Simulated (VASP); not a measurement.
Write the native input for VASP 6.6.1 that does the following.

| Property | Result |
| --- | --- |
| Task | electric field gradients |
| Functional | LDA |
| Potentials or basis | VASP PAW LDA potentials, release 64 (Al, Au) |
| Cutoff | 520 eV |
| k mesh | 11 × 11 × 11 |
| Occupations | fermi-dirac, width 0.05 eV |
| Spin | no spin polarisation |
| Dipole correction | no |
| Further INCAR settings | ALGO = Normal; EDIFF = 1e-08; NBANDS = 16 |

The structure of Al2Au lies in POSCAR:

```
Al2Au
1.0
    0.0000000000      3.0588384673      3.0588384673
    3.0588384673      0.0000000000      3.0588384673
    3.0588384673      3.0588384673      0.0000000000
Al Au
2 1
Direct
    0.2500000000      0.2500000000      0.2500000000
    0.7500000000      0.7500000000      0.7500000000
    0.0000000000      0.0000000000      0.0000000000
```

These files were run (other wordings do the same):

INCAR

```
PREC = Accurate
ENCUT = 520
EDIFF = 1E-8
ISMEAR = -1
SIGMA = 0.05
LREAL = F
LASPH = T
NELM = 100
ALGO = Normal
ISIF = 2
LWAVE = F
LCHARG = F
LEFG = T
NBANDS = 16
```

KPOINTS

```
regular mesh
0
Gamma
  11 11 11
```

Potentials or basis: VASP PAW LDA potentials, release 64 (Al, Au).

Command:

```bash
$ cat potpaw_LDA.64/Al/POTCAR potpaw_LDA.64/Au/POTCAR > POTCAR
$ mpirun -np 1 vasp_std > vasp.out
```

It gave:

```
Pressure                                : -7.8 GPa
Band gap on the k mesh                  : zero (an odd number of electrons rules out a gap without spin polarisation)
Largest electric field gradient by atom : zero within the noise of the run
```

Caveat: the cell stands under tension; spin-orbit coupling is left out, which moves the levels of the heavy elements.

Run time: 41 s on 1 thread of Intel Xeon 8259CL, with other jobs on the host, peak memory 0.19 GiB.
